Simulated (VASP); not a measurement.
**Cs: density of states with LDA**

Cs:

```
Cs
1.0
     0.00000    2.67734    2.67734
     2.67734    0.00000    2.67734
     2.67734    2.67734    0.00000
Cs
1
Direct
  0.00000 0.00000 0.00000
```

This cell differs from its parent crystal: volume scaled by 0.4.

| Quantity | Value |
| --- | --- |
| Program | VASP 6.6.1 |
| Task | density of states |
| Functional | LDA |
| Potentials or basis | VASP PAW LDA potentials, release 64 (Cs_sv) |
| Cutoff | 520 eV |
| k mesh | 10 × 10 × 10 |
| Occupations | fermi-dirac, width 0.1 eV |
| Spin | no spin polarisation |
| Dipole correction | no |
| k mesh for the DOS | 15 × 15 × 15 |
| Occupations for the DOS | tetrahedron |
| Further INCAR settings | ALGO = Normal; EDIFF = 1e-07; NBANDS = 10 |

```
Valence electrons inside the program's atomic spheres : Cs 6.59
```

Levels at points of the mesh, in eV from the Fermi level:
```
           k point  band 1  band 2  band 3  band 4  band 5  band 6  band 7  band 8  band 9  band 10
(0.00, 0.00, 0.00)  -24.30   -9.52   -9.52   -9.52   -1.73    2.88    2.88    2.88    5.97     5.97
```

Run time: 39 s on 1 thread of Intel(R) Xeon(R) Platinum 8259CL CPU @ 2.50GHz (Skylake/Cascade Lake) (shared host), peak memory 0.16 GiB.

Caveat: spin-orbit coupling is left out, which moves the levels of the heavy elements.
